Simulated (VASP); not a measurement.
Here is a VASP 6.6.1 calculation.

File INCAR:

```
SYSTEM = CoO
ALGO = Normal
EDIFF = 1E-6
ENCUT = 520
GGA = PS
ISIF = 2
ISMEAR = 0
ISPIN = 2
LASPH = .TRUE.
LCHARG = .TRUE.
LELF = .TRUE.
LMAXMIX = 4
LORBIT = 11
LREAL = .FALSE.
LVHAR = .TRUE.
LWAVE = .FALSE.
MAGMOM = 2.57 0.32
NBANDS = 18
NELM = 150
PREC = Accurate
SIGMA = 0.1
```

The input KPOINTS:

```
k-points
0
G
  20 20 20
  0 0 0
```

File POSCAR:

```
CoO
1.0
   -1.5023926615      1.5023926615      2.1241638983
    1.5023926615     -1.5023926615      2.1241638983
    1.5023926615      1.5023926615     -2.1241638983
Co O
1 1
Direct
    0.0000000000      0.0000000000      0.0000000000
    0.5000000000      0.5000000000      0.0000000000
```

Potentials or basis: VASP PAW PBE potentials, release 64 (Co, O).

Launch:

```sh
$ cat potpaw_PBE.64/Co/POTCAR potpaw_PBE.64/O/POTCAR > POTCAR
$ mpirun -np 1 vasp_std > vasp.out
```

Task: Predict the pressure.

Result: -10.0 GPa.

Task: Estimate the net moment.

Result: 2.93 μB per cell.

Caveat: the PAW data sets were made with another functional, which shifts forces and pressure a little; a cell with one magnetic atom can't hold antiferromagnetic order, which such compounds often take.
